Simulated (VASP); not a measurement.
# Re (Fm-3m) in VASP: a series of runs

Re is run at these levels: PBEsol; tasks: single point, relaxation of volume and atoms at fixed shape.

Everything below comes from runs of VASP 6.6.1. Logs are shortened: lines on timing, memory, paths and dates and some standing lists are left out, and cuts for length are marked.

### Step 1. The cell of the first run

It takes space group Fm-3m (No. 225, cubic). Conventional cell: a = 3.879 Å, b = 3.879 Å, c = 3.879 Å, α = 90.00°, β = 90.00°, γ = 90.00°. Re (site symmetry m-3m) has 12 Re at 2.74 Å within 3.6 Å.

This isn't the form of Re at room conditions, which is hcp.

### Step 2. Single point, PBEsol

INCAR reads:

```
  ALGO = Normal
  EDIFF = 1E-6
  ENCUT = 520
  GGA = PS
  ISIF = 2
  ISMEAR = 0
  LASPH = T
  LCHARG = F
  LREAL = F
  LWAVE = F
  NBANDS = 22
  NELM = 100
  PREC = Accurate
  SIGMA = 0.05
```

KPOINTS reads:

```
k-points
0
Gamma
  6 6 6
```

POSCAR reads:

```
Re
1.0
    3.8789208950      0.0000000000      0.0000000000
    0.0000000000      3.8789208950      0.0000000000
    0.0000000000      0.0000000000      3.8789208950
Re
4
Direct
    0.0000000000      0.0000000000      0.0000000000
    0.0000000000      0.5000000000      0.5000000000
    0.5000000000      0.0000000000      0.5000000000
    0.5000000000      0.5000000000      0.0000000000
```

Potentials or basis: VASP PAW PBE potentials, release 64 (Re).

Run with:

```sh
$ cat potpaw_PBE.64/Re/POTCAR > POTCAR
$ mpirun -np 1 vasp_std > vasp.out
```

OUTCAR:

```text
EDIFF = 1E-6
   ENCUT = 520
   GGA = PS
   ISIF = 2
   ISMEAR = 0
   LASPH = T
   LREAL = F
   NELM = 100
   PREC = Accurate

 ion  position               nearest neighbor table
   1  0.000  0.000  0.000-   2 2.74   3 2.74   4 2.74   2 2.74   3 2.74   2 2.74   4 2.74   2 2.74
                             3 2.74   4 2.74   3 2.74   4 2.74
   2  0.000  0.500  0.500-   1 2.74   3 2.74   4 2.74   1 2.74   4 2.74   1 2.74   3 2.74   1 2.74
                             3 2.74   4 2.74   4 2.74   3 2.74
   3  0.500  0.000  0.500-   1 2.74   2 2.74   4 2.74   1 2.74   4 2.74   2 2.74   4 2.74   4 2.74
                             1 2.74   2 2.74   1 2.74   2 2.74
   4  0.500  0.500  0.000-   1 2.74   2 2.74   3 2.74   2 2.74   3 2.74   1 2.74   3 2.74   3 2.74
                             1 2.74   2 2.74   2 2.74   1 2.74

  LATTYP: Found a simple cubic cell.
 ALAT       =     3.8789208950

  Lattice vectors:

 A1 = (   3.8789208950,   0.0000000000,   0.0000000000)
 A2 = (   0.0000000000,   3.8789208950,   0.0000000000)
 A3 = (   0.0000000000,   0.0000000000,   3.8789208950)

Analysis of symmetry for initial positions (statically):
=====================================================================
 Subroutine PRICEL returns following result:

  LATTYP: Found a face centered cubic cell.
 ALAT       =     3.8789208950

  Lattice vectors:

 A1 = (   1.9394604475,  -1.9394604475,   0.0000000000)
 A2 = (   1.9394604475,   0.0000000000,   1.9394604475)
 A3 = (   0.0000000000,  -1.9394604475,   1.9394604475)

   4 primitive cells build up your supercell.

 Routine SETGRP: Setting up the symmetry group for a
 simple cubic supercell.

 Subroutine GETGRP returns: Found 48 space group operations
 (whereof 48 operations were pure point group operations)
 out of a pool of 48 trial point group operations.

The static configuration has the point symmetry O_h .

Analysis of symmetry for dynamics (positions and initial velocities):
=====================================================================
 Subroutine PRICEL returns following result:

  LATTYP: Found a face centered cubic cell.
 ALAT       =     3.8789208950

  Lattice vectors:

 A1 = (   1.9394604475,  -1.9394604475,   0.0000000000)
 A2 = (   1.9394604475,   0.0000000000,   1.9394604475)
 A3 = (   0.0000000000,  -1.9394604475,   1.9394604475)

   4 primitive cells build up your supercell.

 Routine SETGRP: Setting up the symmetry group for a
 simple cubic supercell.

 Subroutine GETGRP returns: Found 48 space group operations
 (whereof 48 operations were pure point group operations)
 out of a pool of 48 trial point group operations.

The dynamic configuration has the point symmetry O_h .

 Subroutine INISYM returns: Found 48 space group operations
 (whereof 48 operations are pure point group operations),
 and found     4 'primitive' translations

----------------------------------------------------------------------------------------

                                     Primitive cell

  volume of cell :      14.5906

  direct lattice vectors                    reciprocal lattice vectors
     1.939460447 -1.939460447  0.000000000     0.257803659 -0.257803659 -0.257803659
     1.939460447  0.000000000  1.939460447     0.257803659  0.257803659  0.257803659
     0.000000000 -1.939460447  1.939460447    -0.257803659 -0.257803659  0.257803659

  length of vectors
     2.742811269  2.742811269  2.742811269     0.446529036  0.446529036  0.446529036

  position of ions in fractional coordinates (direct lattice)
     0.000000000  0.000000000  0.000000000

  ion indices of the primitive-cell ions
   primitive index   ion index
                 1           1

----------------------------------------------------------------------------------------

 KPOINTS: k-points

Automatic generation of k-mesh.
 Grid dimensions read from file:
 generate k-points for:    6    6    6

 Generating k-lattice:

  Cartesian coordinates                     Fractional coordinates (reciprocal lattice)
     0.042967277  0.000000000  0.000000000     0.166666667  0.000000000  0.000000000
     0.000000000  0.042967277  0.000000000     0.000000000  0.166666667  0.000000000
     0.000000000  0.000000000  0.042967277     0.000000000  0.000000000  0.166666667

  Length of vectors
     0.042967277  0.042967277  0.042967277

  Shift w.r.t. Gamma in fractional coordinates (k-lattice)
     0.000000000  0.000000000  0.000000000

 Subroutine IBZKPT returns following result:
 ===========================================

 Found     20 irreducible k-points:

 Following reciprocal coordinates:
            Coordinates               Weight
  0.000000  0.000000  0.000000      1.000000
  0.166667  0.000000  0.000000      6.000000
  0.333333  0.000000  0.000000      6.000000
  0.500000  0.000000  0.000000      3.000000
  0.166667  0.166667  0.000000     12.000000
  0.333333  0.166667  0.000000     24.000000
[... 12 lines left out ...]
  0.500000  0.500000  0.333333      6.000000
  0.500000  0.500000  0.500000      1.000000
   k-points           NKPTS =     20   k-points in BZ     NKDIM =     20   number of bands    NBANDS=     22
   number of dos      NEDOS =    301   number of ions     NIONS =      4
   total plane-waves  NPLWV =  27000
   dimension x,y,z NGX =    30 NGY =   30 NGZ =   30
   dimension x,y,z NGXF=    60 NGYF=   60 NGZF=   60
   ions per type =               4
   NGX,Y,Z   is equivalent  to a cutoff of  12.86, 12.86, 12.86 a.u.
   NGXF,Y,Z  is equivalent  to a cutoff of  25.72, 25.72, 25.72 a.u.
 SYSTEM =  unknown system
   PREC   = accura    normal or accurate (medium, high low for compatibility)
   ISTART =      0    job   : 0-new  1-cont  2-samecut
   ICHARG =      2    charge: 1-file 2-atom 10-const
   ISPIN  =      1    spin polarized calculation?
   LNONCOLLINEAR =      F non collinear calculations
   LSORBIT =      F    spin-orbit coupling
   LASPH  =      T    aspherical Exc in radial PAW
   ENCUT  =  520.0 eV  38.22 Ry    6.18 a.u.   7.21  7.21  7.21*2*pi/ulx,y,z
   NELM   =    100;   NELMIN=  2; NELMDL= -5     # of ELM steps
   EDIFF  = 0.1E-05   stopping-criterion for ELM
   LREAL  =      F    real-space projection
   EDIFFG = 0.1E-04   stopping-criterion for IOM
   NSW    =      0    number of steps for IOM
   IBRION =     -1    ionic relax: 0-MD 1-quasi-New 2-CG
   NFREE  =      0    steps in history (QN), initial steepest desc. (CG)
   ISIF   =      2    stress and relaxation
   ISYM   =      2    0-nonsym 1-usesym 2-fastsym
   POTIM  = 0.5000    time-step for ionic-motion
   TEBEG  =    0.0;   TEEND  =   0.0 temperature during run
   PSTRESS=    0.0 pullay stress
   NELECT =      28.0000    total number of electrons
   NUPDOWN=      -1.0000    fix difference up-down
   EMIN   =  10.00;   EMAX   =-10.00  energy-range for DOS
   EFERMI =   0.00;   METHOD = LEGACY
   ISMEAR =     0;   SIGMA  =   0.05  broadening in eV -4-tet -1-fermi 0-gaus
   EFERMI_NEDOS =   21; number of points for ismear=-14 and -15
   IALGO  =     38    algorithm
   IMIX   =      4    mixing-type and parameters
     AMIX     =   0.40;   BMIX     =  1.00
     AMIX_MAG =   1.60;   BMIX_MAG =  1.00
  volume/ion in A,a.u.               =      14.59        98.46
  Fermi-wavevector in a.u.,A,eV,Ry     =   1.281592  2.421858 22.347284  1.642479
  Thomas-Fermi vector in A             =   2.413953
   LORBIT       =      0    0 simple, 1 ext, 2 COOP (PROOUT), +10 PAW based schemes
   GGA     = PS    functional components
   LHFCALC =     F    Hartree Fock is set to
   AEXX    =    0.0000 exact exchange contribution
   IVDW    =     0    specifies the selected vdW correction
   LEPSILON=     F    determine dielectric tensor
   LRPA    =     F    only Hartree local field effects (RPA)
 non-spin polarized calculation
 Gauss-broadening in eV      SIGMA  =   0.05
  energy-cutoff  :      520.00
  volume of cell :       58.36
 maximum number of plane-waves:      1596
 NGX is ok and might be reduce to    30
   NGX = 15   NGY = 15   NGZ = 15

 number of electron      28.0000002 magnetization

 Free energy of the ion-electron system (eV)
  ---------------------------------------------------
  ext. energy  EPLUGINS =         0.00000000
  ---------------------------------------------------
  free energy    TOTEN  =       -53.18538863 eV

  energy without entropy =      -53.17819555  energy(sigma->0) =      -53.18179209

 E-fermi :   8.0798     XC(G=0): -13.8645

 val. band max:        7.9920755805   @ k =   0.3333   0.3333   0.1667
 cond. band min:       8.0810864767   @ k =   0.5000   0.3333   0.0000
 fundamental gap:      0.0890108962
 Fermi energy:         8.0797505193

 k-point     1 :       0.0000    0.0000    0.0000
  band No.  band energies     occupation
      1      -2.1339      2.00000
      2       1.1692      2.00000
      3       1.1692      2.00000
      4       1.1692      2.00000
      5       2.0522      2.00000
      6       2.0522      2.00000
[... 14 lines left out ...]
     21      12.7524      0.00000
     22      12.7524      0.00000

 k-point     2 :       0.1667    0.0000    0.0000
  band No.  band energies     occupation
      1      -1.7007      2.00000
      2       1.3585      2.00000
      3       1.5219      2.00000
      4       1.5219      2.00000
      5       2.2543      2.00000
      6       2.3754      2.00000
[... 14 lines left out ...]
     21      12.7549      0.00000
     22      12.7554      0.00000

 k-point     3 :       0.3333    0.0000    0.0000
  band No.  band energies     occupation
      1      -0.5092      2.00000
      2       1.6204      2.00000
      3       2.4107      2.00000
      4       2.4107      2.00000
      5       2.8413      2.00000
      6       3.3236      2.00000
[... 14 lines left out ...]
     21      12.7593      0.00000
     22      12.7593      0.00000

 k-point     4 :       0.5000    0.0000    0.0000
  band No.  band energies     occupation
      1       0.9685      2.00000
      2       0.9685      2.00000
      3       3.0306      2.00000
      4       3.0306      2.00000
      5       3.7447      2.00000
      6       3.7447      2.00000
[... 14 lines left out ...]
     21      12.7616      0.00000
     22      12.7616      0.00000

 k-point     5 :       0.1667    0.1667    0.0000
  band No.  band energies     occupation
      1      -1.2926      2.00000
      2       1.7212      2.00000
      3       1.7212      2.00000
      4       1.7749      2.00000
      5       2.5620      2.00000
      6       2.5620      2.00000
[... 14 lines left out ...]
     21      12.2254      0.00000
     22      13.6326      0.00000

 k-point     6 :       0.3333    0.1667    0.0000
  band No.  band energies     occupation
      1      -0.1634      2.00000
      2       1.9917      2.00000
      3       2.5247      2.00000
      4       2.6556      2.00000
      5       3.1002      2.00000
      6       3.4585      2.00000
[... 14 lines left out ...]
     21      11.9323      0.00000
     22      12.2059      0.00000

 k-point     7 :       0.5000    0.1667    0.0000
  band No.  band energies     occupation
      1       1.2846      2.00000
      2       1.2846      2.00000
      3       3.3166      2.00000
      4       3.3166      2.00000
      5       3.9165      2.00000
      6       3.9165      2.00000
[... 224 lines left out ...]
      6       5.2001      2.00000
[... 14 lines left out ...]
     21      13.6164      0.00000
     22      13.6164      0.00000

 k-point    17 :       0.3333    0.3333    0.3333
  band No.  band energies     occupation
      1       0.9377      2.00000
      2       2.0981      2.00000
      3       2.0981      2.00000
      4       2.0981      2.00000
      5       4.8078      2.00000
      6       4.8078      2.00000
[... 14 lines left out ...]
     21      12.0949      0.00000
     22      13.6331      0.00000

 k-point    18 :       0.5000    0.3333    0.3333
  band No.  band energies     occupation
      1       1.3802      2.00000
      2       1.3802      2.00000
      3       1.9449      2.00000
      4       1.9449      2.00000
      5       5.0095      2.00000
      6       5.0095      2.00000
[... 14 lines left out ...]
     21      11.7485      0.00000
     22      11.7486      0.00000

 k-point    19 :       0.5000    0.5000    0.3333
  band No.  band energies     occupation
      1       1.4225      2.00000
      2       1.4225      2.00000
      3       1.4225      2.00000
      4       1.4225      2.00000
      5       5.6729      2.00000
      6       5.6729      2.00000
[... 14 lines left out ...]
     21      12.7470      0.00000
     22      12.7470      0.00000

 k-point    20 :       0.5000    0.5000    0.5000
  band No.  band energies     occupation
      1       1.1290      2.00000
      2       1.1290      2.00000
      3       1.1290      2.00000
      4       1.1290      2.00000
      5       5.9368      2.00000
      6       5.9368      2.00000
[... 14 lines left out ...]
     21      11.9881      0.00000
     22      11.9881      0.00000

------------------------ aborting loop because EDIFF is reached ----------------------------------------

  FORCE on cell =-STRESS in cart. coord.  units (eV):
  Direction    XX          YY          ZZ          XY          YZ          ZX
  --------------------------------------------------------------------------------------
  -------------------------------------------------------------------------------------
  Total        0.0019949      0.0019949      0.0019949     -0.0000000     -0.0000000      0.0000000
  in kB        0.0547654      0.0547654      0.0547654     -0.0000000     -0.0000000      0.0000000
  external PRESSURE =       0.0547654 kB  Pullay stress =       0.0000000 kB

 VOLUME and BASIS-vectors are now :
 -----------------------------------------------------------------------------
  energy-cutoff  :      520.00
  volume of cell :       58.36
      direct lattice vectors                 reciprocal lattice vectors
     3.878920895  0.000000000  0.000000000     0.257803659  0.000000000  0.000000000
     0.000000000  3.878920895  0.000000000     0.000000000  0.257803659  0.000000000
     0.000000000  0.000000000  3.878920895     0.000000000  0.000000000  0.257803659

 POSITION                                       TOTAL-FORCE (eV/Angst)
 -----------------------------------------------------------------------------------
      0.00000      0.00000      0.00000         0.000000      0.000000     -0.000000
      0.00000      1.93946      1.93946        -0.000000     -0.000000      0.000000
      1.93946      0.00000      1.93946         0.000000      0.000000      0.000000
      1.93946      1.93946      0.00000        -0.000000     -0.000000     -0.000000
 -----------------------------------------------------------------------------------
    total drift:                                0.000000      0.000000     -0.000000

  FREE ENERGIE OF THE ION-ELECTRON SYSTEM (eV)
  ---------------------------------------------------
  free  energy   TOTEN  =       -53.1853886316 eV

  energy  without entropy=      -53.1781955540  energy(sigma->0) =      -53.18179209
```

It took 17 s on 1 thread of AMD EPYC 9R45 (Zen 5), shared host; peak memory 0.14 GiB.

What came out:

- Free energy: -53.1854 eV
- Pressure: 0.0 GPa
- Band gap on the k mesh: zero (bands 14 and 15 overlap by 3.97 eV)

Caveat: the PAW data sets were made with another functional, which shifts forces and pressure a little; spin-orbit coupling is left out, which moves the levels of the heavy elements.

[end of part 1 of 2]
